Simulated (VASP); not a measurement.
# CoO (Fm-3m) in VASP: a series of runs

The runs below take CoO through single point, with PBE, revPBE.

Program: VASP 6.6.1. These are calculated values, not measurements. Logs are shortened: lines on timing, memory, paths and dates and some standing lists are left out, and cuts for length are marked.

**1. The cell of the first run**

It takes space group Fm-3m (No. 225, cubic). Conventional cell: a = 4.347 Å, b = 4.347 Å, c = 4.347 Å, α = 90.00°, β = 90.00°, γ = 90.00°. Co (site symmetry m-3m) has 6 O at 2.17 Å within 2.9 Å. Within 2.9 Å of O (site symmetry m-3m) lie 6 Co at 2.17 Å.

**2. Single point, PBE, collinear spin, ferromagnetic start**

Input file INCAR:

```
SYSTEM = CoO
  PREC = Accurate
  ENCUT = 700
  EDIFF = 1E-6
  ISMEAR = -1
  SIGMA = 0.05
  LREAL = .False.
  LASPH = .True.
  NELM = 200
  ALGO = Normal
  ISIF = 2
  LWAVE = .False.
  LCHARG = .False.
  ISPIN = 2
  MAGMOM = 2 0
  LORBIT = 11
  LMAXMIX = 4
  GGA = PE
  NBANDS = 22
  GGA_COMPAT = .False.
```

Input file KPOINTS:

```
regular mesh
0
Gamma
  11 11 11
  0 0 0
```

Input file POSCAR:

```
CoO
1.0
    0.0000000000      2.1733064236      2.1733064236
    2.1733064236      0.0000000000      2.1733064236
    2.1733064236      2.1733064236      0.0000000000
Co O
1 1
Direct
    0.0000000000      0.0000000000      0.0000000000
    0.5000000000      0.5000000000      0.5000000000
```

Potentials or basis: VASP PAW PBE potentials, release 64 (Co_sv, O).

Command:

```console
$ cat potpaw_PBE.64/Co_sv/POTCAR potpaw_PBE.64/O/POTCAR > POTCAR
$ mpirun -np 1 vasp_std > vasp.out
```

OUTCAR:

```text
SYSTEM = CoO
   PREC = Accurate
   ENCUT = 700
   EDIFF = 1E-6
   ISMEAR = -1
   LREAL = .False.
   LASPH = .True.
   NELM = 200
   ISIF = 2
   ISPIN = 2
   LORBIT = 11
   GGA = PE

 ion  position               nearest neighbor table
   1  0.000  0.000  0.000-   2 2.17   2 2.17   2 2.17   2 2.17   2 2.17   2 2.17
   2  0.500  0.500  0.500-   1 2.17   1 2.17   1 2.17   1 2.17   1 2.17   1 2.17

  LATTYP: Found a face centered cubic cell.
 ALAT       =     4.3466128472

  Lattice vectors:

 A1 = (   0.0000000000,   2.1733064236,   2.1733064236)
 A2 = (   2.1733064236,   0.0000000000,   2.1733064236)
 A3 = (   2.1733064236,   2.1733064236,   0.0000000000)

Analysis of symmetry for initial positions (statically):
=====================================================================
 Subroutine PRICEL returns:
 Original cell was already a primitive cell.

 Routine SETGRP: Setting up the symmetry group for a
 face centered cubic supercell.

 Subroutine GETGRP returns: Found 48 space group operations
 (whereof 48 operations were pure point group operations)
 out of a pool of 48 trial point group operations.

The static configuration has the point symmetry O_h .

Analysis of symmetry for dynamics (positions and initial velocities):
=====================================================================
 Subroutine PRICEL returns:
 Original cell was already a primitive cell.

 Routine SETGRP: Setting up the symmetry group for a
 face centered cubic supercell.

 Subroutine GETGRP returns: Found 48 space group operations
 (whereof 48 operations were pure point group operations)
 out of a pool of 48 trial point group operations.

The dynamic configuration has the point symmetry O_h .

Analysis of structural, dynamic, and magnetic symmetry:
=====================================================================
 Subroutine PRICEL returns:
 Original cell was already a primitive cell.

 Routine SETGRP: Setting up the symmetry group for a
 face centered cubic supercell.

 Subroutine GETGRP returns: Found 48 space group operations
 (whereof 48 operations were pure point group operations)
 out of a pool of 48 trial point group operations.

The overall configuration has the point symmetry O_h .

 Subroutine INISYM returns: Found 48 space group operations
 (whereof 48 operations are pure point group operations),
 and found     1 'primitive' translations

----------------------------------------------------------------------------------------

                                     Primitive cell

  volume of cell :      20.5302

  direct lattice vectors                    reciprocal lattice vectors
     0.000000000  2.173306424  2.173306424    -0.230064198  0.230064198  0.230064198
     2.173306424  0.000000000  2.173306424     0.230064198 -0.230064198  0.230064198
     2.173306424  2.173306424  0.000000000     0.230064198  0.230064198 -0.230064198

  length of vectors
     3.073519419  3.073519419  3.073519419     0.398482880  0.398482880  0.398482880

  position of ions in fractional coordinates (direct lattice)
     0.000000000  0.000000000  0.000000000
     0.500000000  0.500000000  0.500000000

  ion indices of the primitive-cell ions
   primitive index   ion index
                 1           1
                 2           2

----------------------------------------------------------------------------------------

 KPOINTS: regular mesh

Automatic generation of k-mesh.
 Grid dimensions read from file:
 generate k-points for:   11   11   11

 Generating k-lattice:

  Cartesian coordinates                     Fractional coordinates (reciprocal lattice)
    -0.020914927  0.020914927  0.020914927     0.090909091  0.000000000  0.000000000
     0.020914927 -0.020914927  0.020914927     0.000000000  0.090909091  0.000000000
     0.020914927  0.020914927 -0.020914927     0.000000000  0.000000000  0.090909091

  Length of vectors
     0.036225716  0.036225716  0.036225716

  Shift w.r.t. Gamma in fractional coordinates (k-lattice)
     0.000000000  0.000000000  0.000000000

 Subroutine IBZKPT returns following result:
 ===========================================

 Found     56 irreducible k-points:

 Following reciprocal coordinates:
            Coordinates               Weight
  0.000000  0.000000  0.000000      1.000000
  0.090909  0.000000  0.000000      8.000000
  0.181818  0.000000  0.000000      8.000000
  0.272727  0.000000  0.000000      8.000000
  0.363636  0.000000  0.000000      8.000000
  0.454545  0.000000  0.000000      8.000000
[... 16 lines left out ...]
 -0.272727  0.181818  0.000000     24.000000
 -0.181818  0.181818  0.000000     12.000000
 [... further k-points ...]
   k-points           NKPTS =     56   k-points in BZ     NKDIM =     56   number of bands    NBANDS=     22
   number of dos      NEDOS =    301   number of ions     NIONS =      2
   total plane-waves  NPLWV =  21952
   dimension x,y,z NGX =    28 NGY =   28 NGZ =   28
   dimension x,y,z NGXF=    56 NGYF=   56 NGZF=   56
   ions per type =               1   1
   NGX,Y,Z   is equivalent  to a cutoff of  15.15, 15.15, 15.15 a.u.
   NGXF,Y,Z  is equivalent  to a cutoff of  30.29, 30.29, 30.29 a.u.
 SYSTEM =  CoO
   PREC   = accura    normal or accurate (medium, high low for compatibility)
   ISTART =      0    job   : 0-new  1-cont  2-samecut
   ICHARG =      2    charge: 1-file 2-atom 10-const
   ISPIN  =      2    spin polarized calculation?
   LNONCOLLINEAR =      F non collinear calculations
   LSORBIT =      F    spin-orbit coupling
   LASPH  =      T    aspherical Exc in radial PAW
   ENCUT  =  700.0 eV  51.45 Ry    7.17 a.u.   6.63  6.63  6.63*2*pi/ulx,y,z
   NELM   =    200;   NELMIN=  2; NELMDL= -5     # of ELM steps
   EDIFF  = 0.1E-05   stopping-criterion for ELM
   LREAL  =      F    real-space projection
   EDIFFG = 0.1E-04   stopping-criterion for IOM
   NSW    =      0    number of steps for IOM
   IBRION =     -1    ionic relax: 0-MD 1-quasi-New 2-CG
   NFREE  =      0    steps in history (QN), initial steepest desc. (CG)
   ISIF   =      2    stress and relaxation
   ISYM   =      2    0-nonsym 1-usesym 2-fastsym
   POTIM  = 0.5000    time-step for ionic-motion
   TEBEG  =    0.0;   TEEND  =   0.0 temperature during run
   PSTRESS=    0.0 pullay stress
   NELECT =      23.0000    total number of electrons
   NUPDOWN=      -1.0000    fix difference up-down
   EMIN   =  10.00;   EMAX   =-10.00  energy-range for DOS
   EFERMI =   0.00;   METHOD = LEGACY
   ISMEAR =    -1;   SIGMA  =   0.05  broadening in eV -4-tet -1-fermi 0-gaus
   EFERMI_NEDOS =   21; number of points for ismear=-14 and -15
   IALGO  =     38    algorithm
   IMIX   =      4    mixing-type and parameters
     AMIX     =   0.40;   BMIX     =  1.00
     AMIX_MAG =   1.60;   BMIX_MAG =  1.00
  volume/ion in A,a.u.               =      10.27        69.27
  Fermi-wavevector in a.u.,A,eV,Ry     =   1.700278  3.213059 39.333676  2.890944
  Thomas-Fermi vector in A             =   2.780442
   LORBIT       =     11    0 simple, 1 ext, 2 COOP (PROOUT), +10 PAW based schemes
   GGA     = PE    functional components
   LHFCALC =     F    Hartree Fock is set to
   AEXX    =    0.0000 exact exchange contribution
   IVDW    =     0    specifies the selected vdW correction
   LEPSILON=     F    determine dielectric tensor
   LRPA    =     F    only Hartree local field effects (RPA)
 spin polarized calculation
  energy-cutoff  :      700.00
  volume of cell :       20.53
 maximum number of plane-waves:       889
   NGX = 13   NGY = 13   NGZ = 13

 number of electron      23.0000004 magnetization       2.9894161

 Free energy of the ion-electron system (eV)
  ---------------------------------------------------
  ext. energy  EPLUGINS =         0.00000000
  ---------------------------------------------------
  free energy    TOTEN  =       -13.09814887 eV

  energy without entropy =      -13.06347778  energy(sigma->0) =      -13.08081333

 E-fermi :   8.0410     XC(G=0): -12.3335

 val. band max:        8.0298260515   @ k =  -0.4545   0.3636   0.1818
 cond. band min:       8.0411585429   @ k =   0.3636   0.2727   0.0909
 fundamental gap:      0.0113324914
 Fermi energy:         8.0410256151

 spin component 1

 k-point     1 :       0.0000    0.0000    0.0000
  band No.  band energies     occupation
      1     -88.8836      1.00000
      2     -52.1314      1.00000
      3     -52.1314      1.00000
      4     -52.1314      1.00000
      5     -11.6649      1.00000
      6       4.7791      1.00000
[... 14 lines left out ...]
     21      28.3286      0.00000
     22      32.0294      0.00000
[... 552 lines left out ...]
  band No.  band energies     occupation
      1     -88.8819      1.00000
      2     -52.1464      1.00000
      3     -52.1379      1.00000
      4     -52.1334      1.00000
      5     -11.0065      1.00000
      6       1.7744      1.00000
[... 14 lines left out ...]
     21      34.7179      0.00000
     22      36.5421      0.00000

 [... further k-points ...]

 spin component 2

 k-point     1 :       0.0000    0.0000    0.0000
  band No.  band energies     occupation
      1     -85.7690      1.00000
      2     -49.0903      1.00000
      3     -49.0902      1.00000
      4     -49.0902      1.00000
      5     -11.1468      1.00000
      6       5.6939      1.00000
[... 14 lines left out ...]
     21      29.3266      0.00000
     22      32.8867      0.00000
[... 552 lines left out ...]
  band No.  band energies     occupation
      1     -85.7671      1.00000
      2     -49.1082      1.00000
      3     -49.0980      1.00000
      4     -49.0926      1.00000
      5     -10.4636      1.00000
      6       2.5245      1.00000
[... 14 lines left out ...]
     21      35.3157      0.00000
     22      37.0873      0.00000

 [... further k-points ...]

------------------------ aborting loop because EDIFF is reached ----------------------------------------

  FORCE on cell =-STRESS in cart. coord.  units (eV):
  Direction    XX          YY          ZZ          XY          YZ          ZX
  --------------------------------------------------------------------------------------
  -------------------------------------------------------------------------------------
  Total       -1.4758598     -1.4758598     -1.4758598      0.0000000      0.0000000      0.0000000
  in kB     -115.1762124   -115.1762124   -115.1762124      0.0000000      0.0000000      0.0000000
  external PRESSURE =    -115.1762124 kB  Pullay stress =       0.0000000 kB

 VOLUME and BASIS-vectors are now :
 -----------------------------------------------------------------------------
  energy-cutoff  :      700.00
  volume of cell :       20.53
      direct lattice vectors                 reciprocal lattice vectors
     0.000000000  2.173306424  2.173306424    -0.230064198  0.230064198  0.230064198
     2.173306424  0.000000000  2.173306424     0.230064198 -0.230064198  0.230064198
     2.173306424  2.173306424  0.000000000     0.230064198  0.230064198 -0.230064198

 POSITION                                       TOTAL-FORCE (eV/Angst)
 -----------------------------------------------------------------------------------
      0.00000      0.00000      0.00000         0.000000      0.000000     -0.000000
      2.17331      2.17331      2.17331         0.000000      0.000000      0.000000
 -----------------------------------------------------------------------------------
    total drift:                                0.000000      0.000000      0.000000

  FREE ENERGIE OF THE ION-ELECTRON SYSTEM (eV)
  ---------------------------------------------------
  free  energy   TOTEN  =       -13.0981488743 eV

  energy  without entropy=      -13.0634777845  energy(sigma->0) =      -13.08081333

 total charge

# of ion       s       p       d       tot
------------------------------------------
    1        2.135   6.053   6.651  14.839
    2        1.551   3.401   0.000   4.953
--------------------------------------------------
tot          3.687   9.454   6.651  19.792

 magnetization (x)

# of ion       s       p       d       tot
------------------------------------------
    1        0.013   0.010   2.545   2.568
    2        0.027   0.281   0.000   0.308
--------------------------------------------------
tot          0.040   0.291   2.545   2.876
```

It took 47 s on 1 thread of Intel Xeon 6975P-C (Granite Rapids), shared host; peak memory 0.2 GiB.

What came out:

```
Free energy                                           : -13.0981 eV
Pressure                                              : -11.5 GPa
Band gap on the k mesh                                : zero (filled and empty bands overlap)
Net moment                                            : 2.99 μB per cell
Site moments                                          : Co +2.57; O +0.31 μB
Valence electrons inside the program's atomic spheres : Co 14.84; O 4.95
```

Levels at points of the mesh, in eV from the Fermi level:
Spin up:
| k point | band 9 | band 10 | band 11 | band 12 | band 13 | band 14 | band 15 | band 16 | band 17 | band 18 |
| --- | --- | --- | --- | --- | --- | --- | --- | --- | --- | --- |
| (0.00, 0.00, 0.00) | -3.02 | -3.02 | -2.91 | -2.91 | -2.91 | 0.63 | 16.57 | 17.57 | 17.57 | 17.57 |
Spin down:
```tsv
k point	band 6	band 7	band 8	band 9	band 10	band 11	band 12	band 13	band 14	band 15
(0.00, 0.00, 0.00)	-2.35	-2.35	-2.35	-0.98	-0.98	-0.98	0.17	0.17	1.18	16.46
```

Caveat: the cell stands under tension; a cell with one magnetic atom can't hold antiferromagnetic order, which such compounds often take; semilocal functionals often make such compounds metallic where correlation or magnetic order opens a gap, which also shifts bond lengths. With open d or f shells a metallic result of PBE can be an artefact of self-interaction; +U or a hybrid may open a gap.

**3. Single point, PBE, collinear spin, ferromagnetic start**

This run uses another cell than the first one, of 9.30 Å³/atom.

Input file INCAR:

```
  PREC = Accurate
  ENCUT = 700
  EDIFF = 1E-6
  ISMEAR = -1
  SIGMA = 0.05
  LREAL = F
  LASPH = T
  NELM = 200
  ALGO = Normal
  ISIF = 2
  LWAVE = F
  LCHARG = F
  ISPIN = 2
  MAGMOM = 2 0
  LORBIT = 11
  LMAXMIX = 4
  GGA = PE
  NBANDS = 22
  GGA_COMPAT = F
```

Input file KPOINTS:

```
Automatic mesh
0
Gamma
  11 11 11
```

Input file POSCAR:

```
CoO
1.0
    0.0000000000      2.1026940521      2.1026940521
    2.1026940521      0.0000000000      2.1026940521
    2.1026940521      2.1026940521      0.0000000000
Co O
1 1
Direct
    0.0000000000      0.0000000000      0.0000000000
    0.5000000000      0.5000000000      0.5000000000
```

Potentials or basis: VASP PAW PBE potentials, release 64 (Co_sv, O).

Command:

```console
$ cat potpaw_PBE.64/Co_sv/POTCAR potpaw_PBE.64/O/POTCAR > POTCAR
$ mpirun -np 1 vasp_std > vasp.out
```

Run time: 41 s. Hardware: 1 thread of Intel Xeon 6975P-C (Granite Rapids), shared host; peak memory 0.2 GiB.

It converged, with:

```
Free energy                                           : -13.1397 eV
Pressure                                              : 4.2 GPa
Net moment                                            : 2.83 μB per cell
Site moments                                          : Co +2.45; O +0.27 μB
Valence electrons inside the program's atomic spheres : Co 14.90; O 5.00
```

Levels at points of the mesh, in eV from the Fermi level:
Spin up:
| k point | band 10 | band 11 | band 12 | band 13 | band 14 | band 15 | band 16 | band 17 |
| --- | --- | --- | --- | --- | --- | --- | --- | --- |
| (0.00, 0.00, 0.00) | -3.27 | -3.10 | -3.10 | -3.10 | 1.14 | 16.88 | 18.33 | 18.33 |
Spin down:
| k point | band 6 | band 7 | band 8 | band 9 | band 10 | band 11 | band 12 | band 13 | band 14 | band 15 |
| --- | --- | --- | --- | --- | --- | --- | --- | --- | --- | --- |
| (0.00, 0.00, 0.00) | -2.82 | -2.82 | -2.82 | -1.19 | -1.19 | -1.19 | 0.03 | 0.03 | 1.66 | 16.78 |

Caveat: the cell stands under pressure; a cell with one magnetic atom can't hold antiferromagnetic order, which such compounds often take; semilocal functionals often make such compounds metallic where correlation or magnetic order opens a gap, which also shifts bond lengths.

**4. Single point, revPBE, collinear spin, ferromagnetic start**

This run uses another cell than the first one, of 9.83 Å³/atom.

Input file INCAR:

```
SYSTEM = CoO
ALGO = Normal
EDIFF = 1E-6
ENCUT = 700
GGA = RE
GGA_COMPAT = .False.
ISIF = 2
ISMEAR = -1
ISPIN = 2
LASPH = .True.
LCHARG = .True.
LELF = .True.
LMAXMIX = 4
LORBIT = 11
LREAL = .False.
LVHAR = .True.
LWAVE = .False.
MAGMOM = 2 0
NBANDS = 22
NELM = 200
PREC = Accurate
SIGMA = 0.05
```

Input file KPOINTS:

```
k-points
0
Gamma
  11 11 11
  0 0 0
```

Input file POSCAR:

```
CoO
1.0
    0.0000000000      2.1423928868      2.1423928868
    2.1423928868      0.0000000000      2.1423928868
    2.1423928868      2.1423928868      0.0000000000
Co O
1 1
Direct
    0.0000000000      0.0000000000      0.0000000000
    0.5000000000      0.5000000000      0.5000000000
```

Command:

```console
$ cat potpaw_PBE.64/Co_sv/POTCAR potpaw_PBE.64/O/POTCAR > POTCAR
$ mpirun -np 1 vasp_std > vasp.out
```

Wall time 42 s (1 thread of Intel Xeon 6975P-C (Granite Rapids), shared host); peak memory 0.2 GiB.

It converged, with:

```yaml
Free_energy: -12.4254 eV
Pressure: -1.0 GPa
Band_gap_on_the_k_mesh: zero (filled and empty bands overlap)
Net_moment: 2.97 μB per cell
Site_moments: Co +2.56; O +0.30 μB
Valence_electrons_inside_the_program's_atomic_spheres: Co 14.86; O 4.99
```

Levels at points of the mesh, in eV from the Fermi level:
Spin up:
```
           k point  band 10  band 11  band 12  band 13  band 14  band 15  band 16  band 17
(0.00, 0.00, 0.00)    -3.10    -3.09    -3.09    -3.09     0.87    16.76    17.92    17.92
```
Spin down:
| k point | band 7 | band 8 | band 9 | band 10 | band 11 | band 12 | band 13 | band 14 |
| --- | --- | --- | --- | --- | --- | --- | --- | --- |
| (0.00, 0.00, 0.00) | -2.52 | -2.52 | -1.06 | -1.06 | -1.06 | 0.18 | 0.18 | 1.40 |

Caveat: the PAW data sets were made with another functional, which shifts forces and pressure a little; a cell with one magnetic atom can't hold antiferromagnetic order, which such compounds often take; semilocal functionals often make such compounds metallic where correlation or magnetic order opens a gap, which also shifts bond lengths.

**5. Overview**

```csv
level,cell,gap on the mesh (eV),pressure (GPa),moment (μB)
PBE,"a = 3.074 Å, angles 60.0°, 2 atoms",none,-11.5,2.99
PBE,"a = 2.974 Å, angles 60.0°, 2 atoms",none,4.2,2.83
revPBE,"a = 3.030 Å, angles 60.0°, 2 atoms",none,-1.0,2.97
```

Alike in all rows: task single point; potentials or basis VASP PAW PBE potentials, release 64 (Co_sv, O); spin collinear, ferromagnetic start; k mesh 11 × 11 × 11; cutoff (eV) 700; smearing fermi-dirac 0.05 eV.

Caveats: a cell with one magnetic atom can't hold antiferromagnetic order, which such compounds often take; semilocal functionals often make such compounds metallic where correlation or magnetic order opens a gap, which also shifts bond lengths; the cell stands under tension (at least some runs); the cell stands under pressure (at least some runs); the PAW data sets were made with another functional, which shifts forces and pressure a little (at least some runs).

Absolute energies hang on the potentials; compare differences alone.
